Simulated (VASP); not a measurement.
Runs of VASP 6.6.1 on TaW2. The structure is that of space group P6/mmm (No. 191), or close to it. The cells are those of the table. The cell was generated, and may not be a known phase.

```tsv
task	cell	k mesh	cutoff (eV)	gap on the mesh (eV)	pressure (GPa)	relaxed volume (Å³/atom)
relaxation of cell and atoms	relaxed from a = 3.929, b = 3.929, c = 3.822 Å, angles 90.0, 90.0, 120.0°, 3 atoms	6 × 6 × 4	600	none	0.0	17.36
single point	a = 4.768, b = 4.768, c = 2.621 Å, angles 90.0, 90.0, 120.0°, 3 atoms	12 × 12 × 18	520	none	0.4	-
relaxation of cell and atoms	relaxed from a = 4.720, b = 4.720, c = 2.695 Å, angles 90.0, 90.0, 120.0°, 3 atoms	6 × 6 × 6	600	none	0.0	17.24
single point	a = 4.782, b = 4.782, c = 2.607 Å, angles 90.0, 90.0, 120.0°, 3 atoms	6 × 6 × 6	520	none	(a)	-
single point	a = 4.720, b = 4.720, c = 2.695 Å, angles 90.0, 90.0, 120.0°, 3 atoms	6 × 6 × 4	520	none	0.4	-
```

Alike in all rows: level PBE; potentials or basis VASP PAW PBE potentials, release 64 (Ta_pv, W_sv); no spin polarisation; smearing gaussian 0.1 eV.

Task: Estimate the missing entries.

Result: (a) 0.5.

Caveats: some runs use coarse meshes; spin-orbit coupling is left out, which moves the levels of the heavy elements; a cell axis changed by over 15 % at a fixed basis, so the end point is rough (at least some runs).

A k mesh can miss the band edges, and the runs leave out spin-orbit coupling on Ta, W.

A gap of «none» marks levels without a gap at the run's occupations.
